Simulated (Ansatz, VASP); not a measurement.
MgS: VASP beside Ansatz

```xyz
8
Lattice="-4.2804 4.2804 2.6263 4.2804 -4.2804 2.6263 4.2804 4.2804 -2.6263" Properties=species:S:1:pos:R:3 pbc="T T T"
Mg    5.5063    1.2259    0.0000
Mg   -1.2259    3.0545    2.6263
Mg    1.2259    3.0545    0.0000
Mg    3.0545    1.2259    2.6263
S     1.2955    2.9849    2.6263
S     2.9849    1.2955    0.0000
S     1.2955    5.5759    0.0000
S     2.9849   -1.2955    2.6263
```

Alike in both runs: task single point; functional PBE; k mesh 4 × 4 × 4; occupations gaussian, width 0.1 eV; no spin polarisation.

```csv
,VASP,Ansatz
version,VASP 6.6.1,Ansatz 0.2.0
potentials or method,"VASP PAW PBE potentials, release 64 (Mg, S), cutoff 520 eV","scalar-relativistic, plane waves, PAW"
valence electrons in the cell,32,64
```

```csv
,VASP,Ansatz,Ansatz less VASP
gap on the k mesh at the Fermi level (eV),2.94,2.94,+0.007
least direct gap on the mesh (eV),2.94,2.94,+0.007
pressure (GPa),-0.2,0.0,+0.17
```

The functional is the same, so the differences come from potentials, cutoffs and numerics. VASP's potentials hold 32 valence electrons a cell and Ansatz's 64, so a difference there can come from the potentials and not from the codes.
